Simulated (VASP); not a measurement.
Here is a VASP 6.6.1 calculation.

File INCAR:

```
SYSTEM = AlRu
PREC = Accurate
ENCUT = 500
EDIFF = 1E-6
ISMEAR = -1
SIGMA = 0.08
LREAL = .False.
LASPH = .True.
NELM = 120
ALGO = Normal
ISIF = 2
LWAVE = .False.
LCHARG = .False.
GGA = PE
NBANDS = 16
GGA_COMPAT = .False.
```

The input KPOINTS:

```
Automatic mesh
0
Gamma
  14 14 14
  0 0 0
```

The input POSCAR:

```
AlRu
1.0
    2.8719360000      0.0000000000      0.0000000000
    0.0000000000      2.8719360000      0.0000000000
    0.0000000000      0.0000000000      2.9916000000
Al Ru
1 1
Direct
    0.0000000000      0.0000000000      0.0000000000
    0.5000000000      0.5000000000      0.5000000000
```

Potentials or basis: VASP PAW PBE potentials, release 64 (Al, Ru_pv).

Run with:

```bash
$ cat potpaw_PBE.64/Al/POTCAR potpaw_PBE.64/Ru_pv/POTCAR > POTCAR
$ mpirun -np 1 vasp_std > vasp.out
```

**Question.** What does it give for the pressure?

**Answer.** 23.9 GPa.

**Question.** What does it give for the band gap on the k mesh?

**Answer.** Zero (an odd number of electrons rules out a gap without spin polarisation).

Stress tensor (GPa, compression positive):
```
26.70  0.00  0.00
 0.00 26.70  0.00
 0.00  0.00 18.24
```

Caveat: the cell differs from its parent crystal (x and y stretched by -4 %, z held); the stress differs along the axes, from 18 to 27 GPa.
